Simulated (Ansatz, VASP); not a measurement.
## One calculation of Mg, two programs

```
Mg
1.0
    -1.44636    1.44636    1.44636
     1.44636   -1.44636    1.44636
     1.44636    1.44636   -1.44636
Mg
1
Direct
  0.00000 0.00000 0.00000
```

Change from the starting cell: volume scaled by 0.94.

Alike in both runs: task single point; functional PBEsol; k mesh 16 × 16 × 16; occupations fermi-dirac, width 0.05 eV; no spin polarisation.

```csv
,VASP,Ansatz
version,VASP 6.6.1,Ansatz 0.2.0
potentials or method,"VASP PAW PBE potentials, release 64 (Mg), cutoff 520 eV","all-electron LAPW, scalar-relativistic"
```

|  | VASP | Ansatz | Ansatz less VASP |
| --- | --- | --- | --- |
| pressure (GPa) | 77.0 | 75.2 | -1.81 |

VASP's potentials were made for PBE, not for PBEsol. Both programs put the cell under a high pressure, so it lies far from rest at this level. Ansatz ran all-electron here, and VASP with PAW potentials.

Noted on VASP's run: the cell as given lies far from equilibrium.
